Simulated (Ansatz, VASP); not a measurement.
**Al2BiBr: VASP beside Ansatz**

```
CELL_PARAMETERS angstrom
4.73315 0.00000 0.00000
0.00000 4.73315 0.00000
0.00000 0.00000 6.52607
ATOMIC_POSITIONS crystal
Al 0.50000 0.00000 0.74362
Al 0.00000 0.50000 0.25638
Bi 0.00000 0.00000 0.50000
Br 0.50000 0.50000 0.00000
```

Change from the starting cell: species swapped into the Mg2SeS type (P-4m2, No. 115).

Alike in both runs: functional PBE; k mesh 4 × 4 × 4; occupations gaussian, width 0.1 eV; no spin polarisation.

Ansatz relaxed the structure, and its values are those at the end. VASP's run is a single point on that final structure, the one shown.

```csv
,VASP,Ansatz
version,VASP 6.6.1,Ansatz 0.2.0
potentials or method,"VASP PAW PBE potentials, release 64 (Al, Bi_d, Br), cutoff 520 eV","scalar-relativistic, plane waves, PAW"
valence electrons in the cell,28,28
```

Ansatz gave:

* gap on the k mesh at the Fermi level (eV): none
* pressure (GPa): 0.2
* rms of the force components (eV/Å): 0.004

Q: Estimate VASP's values.

A: gap on the k mesh at the Fermi level (eV): none; pressure (GPa): 0.1; rms of the force components (eV/Å): 0.003.

A gap of «none» marks a metal or a gap that the smearing closes.

Spin-orbit coupling is off throughout.
